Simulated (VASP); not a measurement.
Cr:

```
Cr
1.0
     0.00000    2.52977    2.52977
     2.52977    0.00000    2.52977
     2.52977    2.52977    0.00000
Cr
2
Direct
  0.12500 0.12500 0.12500
  0.87500 0.87500 0.87500
```

This isn't the form of Cr at room conditions, which is bcc.

* Program: VASP 6.6.1
* Task: relaxation of cell and atoms
* Functional: PBEsol
* Potentials or basis: VASP PAW PBE potentials, release 64 (Cr_pv)
* Cutoff: 600 eV
* k mesh: 11 × 11 × 11
* Occupations: fermi-dirac, width 0.1 eV
* Spin: no spin polarisation

At the start: pressure -2.8 GPa; volume 16.19 Å³/atom.

**Question.** How do energy, volume and symmetry change on relaxing?

**Answer.** Over 3 steps the energy falls by 3.6 meV/atom and the volume is 15.78 Å³/atom (-2.5 %); space group Fd-3m (No. 227, to 0.1 Å) before and after.

The path:
| step | energy change (eV) | largest force (eV/Å) | pressure (GPa) | volume (Å³) |
| --- | --- | --- | --- | --- |
| 1 | 0.0000 | 0.0000 | -2.80 | 32.38 |
| 2 | -0.0044 | 0.0000 | 1.91 | 31.07 |
| 3 | -0.0073 | 0.0000 | -0.01 | 31.56 |

Final structure:
```xyz
2
Lattice="0.0000 2.5084 2.5084 2.5084 0.0000 2.5084 2.5084 2.5084 0.0000" Properties=species:S:1:pos:R:3 pbc="T T T"
Cr    0.6271    0.6271    0.6271
Cr    4.3896    4.3896    4.3896
```

Caveat: the PAW data sets were made with another functional, which shifts forces and pressure a little; the run has no spin polarisation, though such a crystal can be magnetic.
